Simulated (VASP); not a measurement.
BAs:

```
CELL_PARAMETERS angstrom
0.00000 2.39187 2.32011
2.39187 0.00000 2.32011
2.39187 2.39187 0.00000
ATOMIC_POSITIONS crystal
B 0.00000 0.00000 0.00000
As 0.25000 0.25000 0.25000
```

This cell differs from its parent crystal: uniaxial z strain -3.0%.

Base run:

| Property | Result |
| --- | --- |
| Program | VASP 6.6.1 |
| Functional | PBE |
| Potentials or basis | VASP PAW PBE potentials, release 64 (B, As) |
| Cutoff | 520 eV |
| k mesh | 10 × 10 × 10 |
| Occupations | fermi-dirac, width 0.02 eV |
| Spin | no spin polarisation |

Its results: band gap on the k mesh 0.69 eV, indirect (least direct gap 2.99 eV); pressure 7.5 GPa.

The run is repeated on the same cell with these changes: k mesh from 10 × 10 × 10 to 6 × 6 × 6; occupations from fermi-dirac, width 0.02 eV to gaussian, width 0.01 eV. What comes out?

Band gap on the k mesh 0.80 eV, indirect (least direct gap 2.99 eV); pressure 7.5 GPa.

A k mesh can miss the band edges.
